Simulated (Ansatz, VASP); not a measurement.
# One calculation of W, two programs

The input POSCAR:

```
W
1.0
    0.0000000000      2.0163754284      2.0163754284
    2.0163754284      0.0000000000      2.0163754284
    2.0163754284      2.0163754284      0.0000000000
W
1
Direct
    0.0000000000      0.0000000000      0.0000000000
```

Contents of INCAR.step1:

```
SYSTEM = W
  PREC = Accurate
  ENCUT = 520
  EDIFF = 1E-5
  ISMEAR = -1
  SIGMA = 0.05
  LREAL = .FALSE.
  LASPH = .TRUE.
  NELM = 100
  ALGO = Normal
  ISIF = 2
  LWAVE = .TRUE.
  NBANDS = 13
  GGA = PE
```

File INCAR.step2:

```
SYSTEM = W
  PREC = Accurate
  ENCUT = 520
  EDIFF = 1E-7
  ISMEAR = -1
  SIGMA = 0.05
  LREAL = .FALSE.
  LASPH = .TRUE.
  NELM = 100
  ALGO = Normal
  ISIF = 2
  LWAVE = .FALSE.
  LCHARG = .TRUE.
  GGA = PE
  LHFCALC = .TRUE.
  AEXX = 0.25
  PRECFOCK = Normal
  LELF = .TRUE.
  LVHAR = .TRUE.
  NBANDS = 13
  ISTART = 1
```

Contents of KPOINTS:

```
Automatic mesh
0
G
  6 6 6
  0 0 0
```

The input input.yaml:

```yaml
crystal:
  lattice:
    - [0.0, 2.0163754284, 2.0163754284]
    - [2.0163754284, 0.0, 2.0163754284]
    - [2.0163754284, 2.0163754284, 0.0]
  atoms:
    - { symbol: W, position: [0.0, 0.0, 0.0] }
hamiltonian:
  xc: pbe0
  pseudopotentials: { kind: paw }
kpoints:
  mp_grid: { grid: [6, 6, 6] }
scf:
  occupations: { method: fermi_dirac, width: 0.05 }
output:
  forces: true
  stress: true
  eigenvalues: true
```

Alike in both runs: task single point; functional PBE0; k mesh 6 × 6 × 6; occupations fermi-dirac, width 0.05 eV; no spin polarisation.

|  | VASP | Ansatz |
| --- | --- | --- |
| version | VASP 6.6.1 | Ansatz 0.2.0 |
| potentials or method | VASP PAW PBE potentials, release 64 (W_sv) | Ansatz PAW |
| plane-wave cutoff (eV) | 520 | 420 |
| valence electrons in the cell | 14 | 14 |

|  | VASP | Ansatz | Ansatz less VASP |
| --- | --- | --- | --- |
| gap on the k mesh at the Fermi level (eV) | none | none | - |
| pressure (GPa) | -3.6 | -3.0 | +0.65 |

A gap of «none» marks a metal or a gap that the smearing closes.

The k mesh is coarse, so the values compare programs but aren't converged. Spin-orbit coupling is off throughout.
